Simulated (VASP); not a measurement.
# Lu: single point with PBE

Lu:

```
CELL_PARAMETERS angstrom
3.23369 0.00000 0.00000
0.00000 3.23369 0.00000
0.00000 0.00000 3.23369
ATOMIC_POSITIONS crystal
Lu 0.00000 0.00000 0.00000
```

The cell was generated, and may not be a known phase.

| Property | Result |
| --- | --- |
| Program | VASP 6.6.1 |
| Task | single point |
| Functional | PBE |
| Potentials or basis | VASP PAW PBE potentials, release 64 (Lu) |
| Cutoff | 520 eV |
| k mesh | 6 × 6 × 6 |
| Occupations | gaussian, width 0.1 eV |
| Spin | no spin polarisation |
| Dipole correction | no |
| Further INCAR settings | ALGO = Fast; EDIFF = 1e-07; NBANDS = 18 |

```
Pressure               : 0.0 GPa
Band gap on the k mesh : zero (an odd number of electrons rules out a gap without spin polarisation)
```

Levels at points of the mesh, in eV from the Fermi level:
| k point | band 11 | band 12 | band 13 | band 14 | band 15 | band 16 |
| --- | --- | --- | --- | --- | --- | --- |
| (0.00, 0.00, 0.00) | -5.49 | -5.47 | -0.42 | -0.42 | 5.79 | 5.79 |
| (0.50, 0.00, 0.00) | -5.45 | -2.76 | -0.49 | 0.33 | 3.12 | 3.12 |
| (0.50, 0.50, 0.00) | -5.44 | -1.71 | -0.28 | 3.04 | 3.04 | 3.71 |
| (0.50, 0.50, 0.50) | -5.47 | -0.40 | -0.40 | -0.40 | 6.01 | 7.16 |

Wall time 26 s on 1 thread of Intel(R) Xeon(R) Platinum 8488C (Sapphire Rapids) (shared host), peak memory 0.15 GiB.

Caveat: spin-orbit coupling is left out, which moves the levels of the heavy elements.
